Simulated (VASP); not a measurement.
Input of a VASP 6.6.1 run:

File INCAR:

```
PREC = Accurate
ENCUT = 600
EDIFF = 1E-6
ISMEAR = 0
SIGMA = 0.1
LREAL = False
LASPH = True
NELM = 60
ALGO = Normal
ISIF = 3
LWAVE = False
LCHARG = False
GGA = PE
IBRION = 2
NSW = 100
EDIFFG = -0.01
```

Contents of KPOINTS:

```
Automatic mesh
0
Gamma
  8 8 8
```

Contents of POSCAR:

```
Cd2Cl3
1.0
    5.1897703999      0.0000000000      0.0000000000
    0.0000000000      5.1897703999      0.0000000000
    0.0000000000      0.0000000000      5.1897703999
Cd Cl
2 3
Direct
    0.0000000000      0.0000000000      0.0000000000
    0.5000000000      0.5000000000      0.5000000000
    0.5000000000      0.0000000000      0.0000000000
    0.0000000000      0.5000000000      0.0000000000
    0.0000000000      0.0000000000      0.5000000000
```

Potentials or basis: VASP PAW PBE potentials, release 64 (Cd, Cl).

Run with:

```bash
$ cat potpaw_PBE.64/Cd/POTCAR potpaw_PBE.64/Cl/POTCAR > POTCAR
$ mpirun -np 1 vasp_std > vasp.out
```

(1) What does it give for the relaxed volume?

(2) What does it give for the band gap on the k mesh?

(3) What does it give for the space group after relaxing (to 0.1 Å)?

Results:

(1) 28.13 Å³/atom.

(2) zero (an odd number of electrons rules out a gap without spin polarisation).

(3) Pm-3m (No. 221).

Caveat: an odd number of electrons without spin polarisation forces a metal; a magnetic or distorted state may lie lower.
